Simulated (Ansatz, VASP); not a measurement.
## AlNi in VASP and in Ansatz

```xyz
2
Lattice="1.9547 -1.9693 0.0000 1.9547 1.9693 0.0000 0.0000 0.0000 3.1250" Properties=species:S:1:pos:R:3 pbc="T T T"
Al    0.0000    0.0000    0.0000
Ni    1.9547    0.0000    1.5625
```

Alike in both runs: task single point; functional r2SCAN; k mesh 10 × 10 × 9; occupations fermi-dirac, width 0.15 eV; collinear spin.

```csv
,VASP,Ansatz
version,VASP 6.6.1,Ansatz 0.2.0
potentials or method,"VASP PAW PBE potentials, release 64 (Al, Ni), cutoff 520 eV","plane waves, PAW"
valence electrons in the cell,13,21
```

|  | VASP | Ansatz | Ansatz less VASP |
| --- | --- | --- | --- |
| net moment per atom (μB) | 0.00 | 0.00 | 0.000 |

VASP's potentials were made for PBE, not for r2SCAN. With one functional, cell and mesh, what is left measures potentials, basis and numerics. VASP's potentials hold 13 valence electrons a cell and Ansatz's 21, so a difference there can come from the potentials and not from the codes. Ansatz's warnings: seeded moment not kept, stability check not made.
